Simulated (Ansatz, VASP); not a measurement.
# Be4C: VASP beside Ansatz

Contents of INCAR:

```
SYSTEM = Be4C
ALGO = Normal ; EDIFF = 1E-7
EDIFFG = -0.01 ; ENCUT = 600
GGA = PE ; GGA_COMPAT = .FALSE.
IBRION = 2 ; ISIF = 3
ISMEAR = 0 ; LASPH = .TRUE.
LCHARG = .FALSE. ; LREAL = .FALSE.
LWAVE = .FALSE. ; NELM = 120
NELMIN = 4 ; NSW = 100
PREC = Accurate ; SIGMA = 0.1
```

The input KPOINTS:

```
k-points
0
G
  12 12 10
  0 0 0
```

File POSCAR:

```
Be4C
1.0
    3.0747646541      0.0000000000      0.0000000000
    0.0000000000      3.0747646541      0.0000000000
    0.0000000000      0.0000000000      4.3148653640
Be C
4 1
Direct
    0.5000000000      0.0000000000      0.2502638123
    0.0000000000      0.5000000000      0.7497361877
    0.5000000000      0.0000000000      0.7497361877
    0.0000000000      0.5000000000      0.2502638123
    0.0000000000      0.0000000000      0.0000000000
```

Input for Ansatz:

```yaml
crystal:
  lattice:
    - [3.0747646541, 0.0, 0.0]
    - [0.0, 3.0747646541, 0.0]
    - [0.0, 0.0, 4.314865364]
  atoms:
    - { symbol: Be, position: [0.5, 0.0, 0.2502638123] }
    - { symbol: Be, position: [0.0, 0.5, 0.7497361877] }
    - { symbol: Be, position: [0.5, 0.0, 0.7497361877] }
    - { symbol: Be, position: [0.0, 0.5, 0.2502638123] }
    - { symbol: C, position: [0.0, 0.0, 0.0] }
basis:
  ecutwfc: 420
kpoints:
  mp_grid: { grid: [12, 12, 10] }
hamiltonian:
  xc: pbe
scf:
  occupations: { method: gaussian, width: 0.1 }
output:
  forces: true
  stress: true
  eigenvalues: true
relax:
  adjacent_minimum: "off"
  f_tol: 0.01
  max_steps: 80
  cell: { stress_tol: 0.05 }
```

Change from the starting cell: ordered vacancies on the anion sites of antifluorite (P4/mmm, No. 123).

Alike in both runs: task relaxation of cell and atoms; functional PBE; k mesh 12 × 12 × 10; occupations gaussian, width 0.1 eV; no spin polarisation.

|  | VASP | Ansatz |
| --- | --- | --- |
| version | VASP 6.6.1 | Ansatz 0.2.0 |
| potentials or method | VASP PAW PBE potentials, release 64 (Be, C), cutoff 600 eV | scalar-relativistic, plane waves, PAW |
| valence electrons in the cell | 12 | 12 |

Ansatz gave:

- gap on the k mesh at the Fermi level, each at its own relaxed structure (eV): none
- relaxed volume (Å³/atom): 8.18
- relaxed length of the cell vector where the two differ most in proportion (Å): 3.085

Q: What did VASP give for the same quantities?

A: gap on the k mesh at the Fermi level, each at its own relaxed structure (eV): none; relaxed volume (Å³/atom): 8.18; relaxed length of the cell vector where the two differ most in proportion (Å): 3.087.

A gap of «none» marks a metal or a gap that the smearing closes.
